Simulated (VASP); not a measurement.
A run of VASP 6.6.1 is set up as follows.

INCAR

```
ALGO     = Normal         # electronic algorithm
EDIFF    = 1E-7           # SCF threshold, eV
EDIFFG   = -0.008         # ionic threshold
ENCUT    = 600            # plane-wave cutoff, eV
GGA      = PS             # functional
IBRION   = 2              # ionic algorithm
ISIF     = 3              # what is computed and relaxed
ISMEAR   = 0              # smearing method
LASPH    = T              # aspherical terms in the spheres
LCHARG   = F              # write CHGCAR
LREAL    = F              # projectors in reciprocal space
LWAVE    = F              # write WAVECAR
NELM     = 80             # most SCF steps
NSW      = 70             # ionic steps
PREC     = Accurate       # precision mode
PSTRESS  = -10.0        
SIGMA    = 0.1            # smearing width, eV
```

KPOINTS

```
k-points
0
Gamma
  18 18 14
```

File POSCAR:

```
WC
1.0
    2.9076763167      0.0000000000      0.0000000000
   -1.4538381583      2.5181215562      0.0000000000
    0.0000000000      0.0000000000      2.8367299728
W C
1 1
Direct
    0.0000000000      0.0000000000      0.0000000000
    0.6666666667      0.3333333333      0.5000000000
```

Potentials or basis: VASP PAW PBE potentials, release 64 (W_sv, C).

Run with:

```console
$ cat potpaw_PBE.64/W_sv/POTCAR potpaw_PBE.64/C/POTCAR > POTCAR
$ mpirun -np 1 vasp_std > vasp.out
```

Question: Predict the relaxed volume.

Answer: 10.34 Å³/atom.

Question: What does it give for the relaxed cell?

Answer: a = 2.904 Å, b = 2.904 Å, c = 2.832 Å, α = 90.00°, β = 90.00°, γ = 120.00°.

Question: Predict the space group after relaxing (to 0.05 Å).

Answer: P-6m2 (No. 187).

Question: Predict the band gap on the k mesh.

Answer: Zero (band 9 reaches 11.61 eV, above the bottom of band 10 at 10.38 eV).

Stress tensor (GPa, compression positive):
```
-1.06  0.00  0.00
 0.00 -1.06  0.00
 0.00  0.00 -0.90
```

Caveat: the cell is relaxed towards a set pressure, so the enthalpy falls and the energy may rise; the PAW data sets were made with another functional, which shifts forces and pressure a little; spin-orbit coupling is left out, which moves the levels of the heavy elements.
